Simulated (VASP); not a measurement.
# Te (P3_121) in VASP: notebook, part 2 of 3

VASP 6.6.1.

## Step 4: Single point, r2SCAN+D3(BJ) (35.37 Å³/atom)

This run uses another cell than the first one, of 35.37 Å³/atom.

The input, POSCAR:

```
Te
1.0
    4.5463607788      0.0000000000      0.0000000000
   -2.2731803894      3.9372639292      0.0000000000
    0.0000000000      0.0000000000      5.9272759666
Te
3
Direct
    0.2582618499      0.0000000000      0.3333333333
    0.0000000000      0.2582618499      0.6666666667
    0.7417381501      0.7417381501      0.0000000000
```

The input, INCAR.step1:

```
SYSTEM = Te
PREC = Accurate
ENCUT = 520
ISMEAR = 0
SIGMA = 0.02
LREAL = .FALSE.
LASPH = .TRUE.
NELM = 100
NBANDS = 16
GGA = PE
ALGO = Normal
EDIFF = 1E-4
LWAVE = .TRUE.
LCHARG = .FALSE.
```

The input, INCAR.step2:

```
SYSTEM = Te
PREC = Accurate
ENCUT = 520
EDIFF = 1E-6
ISMEAR = 0
SIGMA = 0.02
LREAL = .FALSE.
LASPH = .TRUE.
NELM = 100
ALGO = Normal
ISIF = 2
LWAVE = .FALSE.
LCHARG = .FALSE.
METAGGA = R2SCAN
LMIXTAU = .TRUE.
IVDW = 12
VDW_S6 = 1.0
VDW_S8 = 0.78981345
VDW_A1 = 0.49484001
VDW_A2 = 5.73083694
NBANDS = 16
ISTART = 1
```

The input, KPOINTS:

```
regular mesh
0
G
  9 9 6
  0 0 0
```

Potentials or basis: VASP PAW PBE potentials, release 64 (Te).

On the command line:

```
$ cat potpaw_PBE.64/Te/POTCAR > POTCAR
$ cp INCAR.step1 INCAR
$ mpirun -np 1 vasp_std > vasp.out
$ cp INCAR.step2 INCAR
$ mpirun -np 1 vasp_std > vasp.out
```

OUTCAR:

```text
SYSTEM = Te
   PREC = Accurate
   ENCUT = 520
   EDIFF = 1E-6
   ISMEAR = 0
   LREAL = .FALSE.
   LASPH = .TRUE.
   NELM = 100
   ISIF = 2
   METAGGA = R2SCAN
   IVDW = 12
   ISTART = 1
 IVDW          = 12

 ion  position               nearest neighbor table
   1  0.258  0.000  0.333-   3 2.84   2 2.84   3 3.56   3 3.56   2 3.56   2 3.56
   2  0.000  0.258  0.667-   3 2.84   1 2.84   3 3.56   3 3.56   1 3.56   1 3.56
   3  0.742  0.742  0.000-   2 2.84   1 2.84   1 3.56   2 3.56   2 3.56   1 3.56

  LATTYP: Found a hexagonal cell.
 ALAT       =     4.5463607788
 C/A-ratio  =     1.3037407841

  Lattice vectors:

 A1 = (   4.5463607788,   0.0000000000,   0.0000000000)
 A2 = (  -2.2731803894,   3.9372639292,   0.0000000000)
 A3 = (   0.0000000000,   0.0000000000,   5.9272759666)

Analysis of symmetry for initial positions (statically):
=====================================================================
 Subroutine PRICEL returns:
 Original cell was already a primitive cell.

 Routine SETGRP: Setting up the symmetry group for a
 hexagonal supercell.

 Subroutine GETGRP returns: Found  6 space group operations
 (whereof  2 operations were pure point group operations)
 out of a pool of 24 trial point group operations.

The static configuration has the point symmetry C_2 .
[... 171 lines left out ...]
 Fermi energy:         5.3487696590

 k-point     1 :       0.0000    0.0000    0.0000
  band No.  band energies     occupation
      1      -8.7211      2.00000
      2      -5.2651      2.00000
      3      -5.2651      2.00000
      4       2.0613      2.00000
      5       2.3356      2.00000
      6       2.3356      2.00000
[... 433 lines left out ...]
      3      -4.6343      2.00000
      4       0.4862      2.00000
      5       0.9330      2.00000
      6       1.9506      2.00000
[... 8 lines left out ...]
     15      12.7887      0.00000
     16      13.3127      0.00000

 [... further k-points ...]

------------------------ aborting loop because EDIFF is reached ----------------------------------------

 Edisp (eV)   -0.58315

 E8    (eV) :    -0.2107

  FORCE on cell =-STRESS in cart. coord.  units (eV):
  Direction    XX          YY          ZZ          XY          YZ          ZX
  --------------------------------------------------------------------------------------
  -------------------------------------------------------------------------------------
  Total      -0.29104    -0.29104    -0.29812     0.00000     0.00000     0.00000
  in kB      -4.39498    -4.39498    -4.50189     0.00000     0.00000     0.00000
  external pressure =       -4.43 kB  Pullay stress =        0.00 kB

 VOLUME and BASIS-vectors are now :
 -----------------------------------------------------------------------------
  energy-cutoff  :      520.00
  volume of cell :      106.10
      direct lattice vectors                 reciprocal lattice vectors
     4.546360779  0.000000000  0.000000000     0.219956147  0.126991741  0.000000000
    -2.273180389  3.937263929  0.000000000     0.000000000  0.253983481  0.000000000
     0.000000000  0.000000000  5.927275967     0.000000000  0.000000000  0.168711564

 POSITION                                       TOTAL-FORCE (eV/Angst)
 -----------------------------------------------------------------------------------
      1.17415      0.00000      1.97576         0.031037     -0.000000     -0.000000
     -0.58708      1.01685      3.95152        -0.015519      0.026879     -0.000000
      1.68610      2.92042      0.00000        -0.015519     -0.026879      0.000000
 -----------------------------------------------------------------------------------
    total drift:                               -0.000000     -0.000001      0.000000

  FREE ENERGIE OF THE ION-ELECTRON SYSTEM (eV)
  ---------------------------------------------------
  free  energy   TOTEN  =       -76.8269054505 eV

  energy  without entropy=      -76.8269054505  energy(sigma->0) =      -76.82690545
```

OUTCAR.step1:

```text
SYSTEM = Te
   PREC = Accurate
   ENCUT = 520
   ISMEAR = 0
   LREAL = .FALSE.
   LASPH = .TRUE.
   NELM = 100
[... 683 lines left out ...]
      1.17415      0.00000      1.97576         0.270367      0.000000     -0.000000
     -0.58708      1.01685      3.95152        -0.135184      0.234145     -0.000000
      1.68610      2.92042      0.00000        -0.135184     -0.234145      0.000000
 -----------------------------------------------------------------------------------
    total drift:                                0.000000     -0.000000      0.000000

  FREE ENERGIE OF THE ION-ELECTRON SYSTEM (eV)
  ---------------------------------------------------
  free  energy   TOTEN  =        -9.4149155143 eV

  energy  without entropy=       -9.4149155143  energy(sigma->0) =       -9.41491551
```

OSZICAR.step1:

```text
N       E                     dE             d eps       ncg     rms          rms(c)
DAV:   1     0.748411901877E+02    0.74841E+02   -0.64572E+03  1984   0.896E+02
DAV:   2    -0.443050395841E+01   -0.79272E+02   -0.75373E+02  2600   0.135E+02
DAV:   3    -0.934762742891E+01   -0.49171E+01   -0.48963E+01  2448   0.379E+01
DAV:   4    -0.943833377820E+01   -0.90706E-01   -0.90698E-01  3056   0.591E+00
DAV:   5    -0.943962694028E+01   -0.12932E-02   -0.12932E-02  2576   0.615E-01    0.117E+01
DAV:   6    -0.941927775661E+01    0.20349E-01   -0.20084E-02  2568   0.836E-01    0.750E+00
DAV:   7    -0.941576268905E+01    0.35151E-02   -0.45039E-02  2352   0.126E+00    0.317E-01
DAV:   8    -0.941488020334E+01    0.88249E-03   -0.82971E-03  2216   0.497E-01    0.172E-01
DAV:   9    -0.941491551425E+01   -0.35311E-04   -0.24390E-04  2840   0.979E-02
   1 F= -.94149155E+01 E0= -.94149155E+01  d E =-.439693E-20
```

It took 2.9 min on 1 thread of Intel Xeon 6975P-C (Granite Rapids), shared host; peak memory 0.29 GiB.

Results:

```
Free energy                : -76.8269 eV
Pressure                   : -0.4 GPa
Largest force              : 0.031 eV/Å
Band gap on the k mesh     : 0.44 eV
Dispersion energy per atom : -0.194 eV
```

Forces in eV/Å, atoms in the order of the input:
```
Te   0.031  0.000  0.000
Te  -0.016  0.027  0.000
Te  -0.016 -0.027  0.000
```

Caveat: the PAW data sets were made with another functional, which shifts forces and pressure a little; spin-orbit coupling is left out, which moves the levels of the heavy elements. A k mesh can miss the band edges.

## Step 5: Single point, r2SCAN+D3(BJ) (36.40 Å³/atom)

This run uses another cell than the first one, of 36.40 Å³/atom.

The input, POSCAR:

```
Te
1.0
    4.6163109669      0.0000000000      0.0000000000
   -2.3081554834      3.9978425691      0.0000000000
    0.0000000000      0.0000000000      5.9164536778
Te
3
Direct
    0.2533349778      0.0000000000      0.3333333333
    0.0000000000      0.2533349778      0.6666666667
    0.7466650222      0.7466650222      0.0000000000
```

The input, INCAR.step1:

```
SYSTEM = Te
ALGO = Normal ; EDIFF = 1E-4
ENCUT = 520 ; GGA = PE
ISMEAR = 0 ; LASPH = .TRUE.
LCHARG = .FALSE. ; LREAL = .FALSE.
LWAVE = .TRUE. ; NBANDS = 16
NELM = 100 ; PREC = Accurate
SIGMA = 0.02
```

The input, INCAR.step2:

```
SYSTEM = Te
ALGO = Normal ; EDIFF = 1E-7
ENCUT = 520 ; ISIF = 2
ISMEAR = 0 ; ISTART = 1
IVDW = 12 ; LASPH = .TRUE.
LCHARG = .FALSE. ; LMIXTAU = .TRUE.
LREAL = .FALSE. ; LWAVE = .FALSE.
METAGGA = R2SCAN ; NBANDS = 16
NELM = 100 ; PREC = Accurate
SIGMA = 0.02 ; VDW_A1 = 0.49484001
VDW_A2 = 5.73083694 ; VDW_S6 = 1.0
VDW_S8 = 0.78981345
```

The input, KPOINTS:

```
k-points
0
G
  9 9 6
  0 0 0
```

On the command line:

```
$ cat potpaw_PBE.64/Te/POTCAR > POTCAR
$ cp INCAR.step1 INCAR
$ mpirun -np 1 vasp_std > vasp.out
$ cp INCAR.step2 INCAR
$ mpirun -np 1 vasp_std > vasp.out
```

Run time: 2.9 min. Hardware: 1 thread of Intel Xeon 6975P-C (Granite Rapids), shared host; peak memory 0.3 GiB.

Results (log left out):

- Free energy: -76.8130 eV
- Pressure: -0.8 GPa
- Largest force: 0.032 eV/Å
- Band gap on the k mesh: 0.54 eV
- Dispersion energy per atom: -0.189 eV

Forces on the atoms (eV/Å):
```
Te   0.032  0.000  0.000
Te  -0.016  0.028  0.000
Te  -0.016 -0.028  0.000
```

Levels at points of the mesh, in eV from the valence-band top:
```
           k point  band 6  band 7  band 8  band 9  band 10  band 11  band 12  band 13
(0.00, 0.00, 0.00)   -2.93   -1.62   -1.62   -0.59     1.29     1.29     1.83     5.48
(0.00, 0.00, 0.50)   -2.71   -1.31   -1.15   -1.15     0.83     0.95     0.95     4.79
```

Caveat: the PAW data sets were made with another functional, which shifts forces and pressure a little; spin-orbit coupling is left out, which moves the levels of the heavy elements.

[end of part 2 of 3]
